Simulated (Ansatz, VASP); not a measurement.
## CaSe: VASP beside Ansatz

The input POSCAR:

```
CaSe
1.0
    0.0000000000      2.9560000000      2.9560000000
    2.9560000000      0.0000000000      2.9560000000
    2.9560000000      2.9560000000      0.0000000000
Se Ca
1 1
Direct
    0.5000000000      0.5000000000      0.5000000000
    0.0000000000      0.0000000000      0.0000000000
```

The input INCAR.step1:

```
PREC = Accurate ; ENCUT = 520
ISMEAR = -1 ; SIGMA = 0.05
LREAL = F ; LASPH = T
NELM = 60 ; NBANDS = 15
GGA = PE ; ALGO = Normal
EDIFF = 1E-4 ; LWAVE = T
LCHARG = F
```

File INCAR.step2:

```
PREC = Accurate ; ENCUT = 520
EDIFF = 1E-6 ; ISMEAR = -1
SIGMA = 0.05 ; LREAL = F
LASPH = T ; NELM = 60
ALGO = Normal ; ISIF = 2
LWAVE = F ; LCHARG = F
METAGGA = R2SCAN ; LMIXTAU = T
NBANDS = 15 ; ISTART = 1
```

KPOINTS

```
Automatic mesh
0
Gamma
  8 8 8
```

File input.yaml:

```yaml
crystal:
  lattice:
    - [0.0, 2.956, 2.956]
    - [2.956, 0.0, 2.956]
    - [2.956, 2.956, 0.0]
  atoms:
    - { symbol: Se, position: [0.5, 0.5, 0.5] }
    - { symbol: Ca, position: [0.0, 0.0, 0.0] }
hamiltonian:
  xc: r2scan
  pseudopotentials: { kind: paw }
kpoints:
  mp_grid: { grid: [8, 8, 8] }
scf:
  occupations: { method: fermi_dirac, width: 0.05 }
output:
  forces: true
  stress: true
  eigenvalues: true
```

Alike in both runs: task single point; functional r2SCAN; k mesh 8 × 8 × 8; occupations fermi-dirac, width 0.05 eV; no spin polarisation.

```csv
,VASP,Ansatz
version,VASP 6.6.1,Ansatz 0.2.0
potentials or method,"VASP PAW PBE potentials, release 64 (Se, Ca_sv)",Ansatz PAW
plane-wave cutoff (eV),520,500
valence electrons in the cell,16,26
```

Ansatz gave:

| Item | Value |
| --- | --- |
| gap on the k mesh at the Fermi level (eV) | 2.49 |
| least direct gap on the mesh (eV) | 3.44 |
| pressure (GPa) | 0.6 |

Problem. What did VASP give for the same quantities?

Solution. gap on the k mesh at the Fermi level (eV): 2.49; least direct gap on the mesh (eV): 3.44; pressure (GPa): 0.9.

VASP's potentials were made for PBE, not for r2SCAN. VASP's potentials hold 16 valence electrons a cell and Ansatz's 26, so a difference there can come from the potentials and not from the codes.
